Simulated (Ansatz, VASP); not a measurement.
# SiNi3: VASP beside Ansatz

The input INCAR:

```
SYSTEM = SiNi3
ALGO = Fast
EDIFF = 1E-7
ENCUT = 520
GGA = PS
ISIF = 2
ISMEAR = 0
LASPH = .TRUE.
LCHARG = .FALSE.
LREAL = .FALSE.
LWAVE = .FALSE.
NBANDS = 25
NELM = 100
PREC = Accurate
SIGMA = 0.15
```

Contents of KPOINTS:

```
k-points
0
G
  14 14 14
  0 0 0
```

The input POSCAR:

```
SiNi3
1.0
    3.4612457436      0.0000000000      0.0000000000
    0.0000000000      3.7641047462      0.0000000000
    0.0000000000      0.0000000000      3.4612457436
Si Ni
1 3
Direct
    0.0000000000      0.0000000000      0.0000000000
    0.0000000000      0.5000000000      0.5000000000
    0.5000000000      0.0000000000      0.5000000000
    0.5000000000      0.5000000000      0.0000000000
```

Input for Ansatz:

```yaml
crystal:
  lattice:
    - [3.4612457436, 0.0, 0.0]
    - [0.0, 3.7641047462, 0.0]
    - [0.0, 0.0, 3.4612457436]
  atoms:
    - { symbol: Si, position: [0.0, 0.0, 0.0] }
    - { symbol: Ni, position: [0.0, 0.5, 0.5] }
    - { symbol: Ni, position: [0.5, 0.0, 0.5] }
    - { symbol: Ni, position: [0.5, 0.5, 0.0] }
basis:
  ecutwfc: 420
kpoints:
  mp_grid: { grid: [14, 14, 14] }
hamiltonian:
  xc: pbesol
scf:
  occupations: { method: gaussian, width: 0.15 }
output:
  forces: true
  stress: true
  eigenvalues: true
```

Change from the starting cell: strain +0.0875 x Voigt [0, 1, 0, 0, 0, 0], atoms carried along.

Alike in both runs: task single point; functional PBEsol; k mesh 14 × 14 × 14; occupations gaussian, width 0.15 eV; no spin polarisation.

```csv
,VASP,Ansatz
version,VASP 6.6.1,Ansatz 0.2.0
potentials or method,"VASP PAW PBE potentials, release 64 (Si, Ni), cutoff 520 eV","scalar-relativistic, plane waves, PAW"
valence electrons in the cell,34,58
```

Ansatz gave:

| Quantity | Value |
| --- | --- |
| gap on the k mesh at the Fermi level (eV) | none |
| pressure (GPa) | -15.9 |
| traceless stress, the component that is largest in VASP (GPa) | -9.17 |

Q: What did VASP give for the same quantities?

A: gap on the k mesh at the Fermi level (eV): none; pressure (GPa): -15.6; traceless stress, the component that is largest in VASP (GPa): -9.01.

VASP's potentials were made for PBE, not for PBEsol. A gap of «none» marks a metal or a gap that the smearing closes. The functional is the same, so the differences come from potentials, cutoffs and numerics. VASP's potentials hold 34 valence electrons a cell and Ansatz's 58, so a difference there can come from the potentials and not from the codes.
